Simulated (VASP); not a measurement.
W: single point with RPBE

W:

```xyz
2
Lattice="2.7881 0.0000 0.0000 -1.3941 2.4146 0.0000 0.0000 0.0000 4.9745" Properties=species:S:1:pos:R:3 pbc="T T T"
W     0.0000    1.6097    1.2436
W     1.3941    0.8049    3.7309
```

* Program: VASP 6.6.1
* Task: single point
* Functional: RPBE
* Potentials or basis: VASP PAW PBE potentials, release 64 (W_sv)
* Cutoff: 520 eV
* k mesh: 13 × 13 × 7
* Occupations: fermi-dirac, width 0.1 eV
* Spin: no spin polarisation
* Dipole correction: no
* Further INCAR settings: ALGO = Normal; EDIFF = 1e-06; NBANDS = 21

| Quantity | Value |
| --- | --- |
| Pressure | 0.4 GPa |
| Band gap on the k mesh | zero (band 14 reaches 11.63 eV, above the bottom of band 15 at 9.98 eV) |

Stress tensor (GPa, compression positive):
```
0.40 0.00 0.00
0.00 0.40 0.00
0.00 0.00 0.26
```

Levels at points of the mesh, in eV from the Fermi level:
| k point | band 10 | band 11 | band 12 | band 13 | band 14 | band 15 | band 16 | band 17 | band 18 | band 19 |
| --- | --- | --- | --- | --- | --- | --- | --- | --- | --- | --- |
| (0.00, 0.00, 0.00) | -5.82 | -1.66 | -0.40 | -0.40 | -0.39 | 0.15 | 0.15 | 1.99 | 1.99 | 4.19 |

It took 16 s on 1 thread of Intel(R) Xeon(R) 6975P-C (Granite Rapids), on a shared host, peak memory 0.18 GiB.

Caveat: the PAW data sets were made with another functional, which shifts forces and pressure a little; spin-orbit coupling is left out, which moves the levels of the heavy elements.
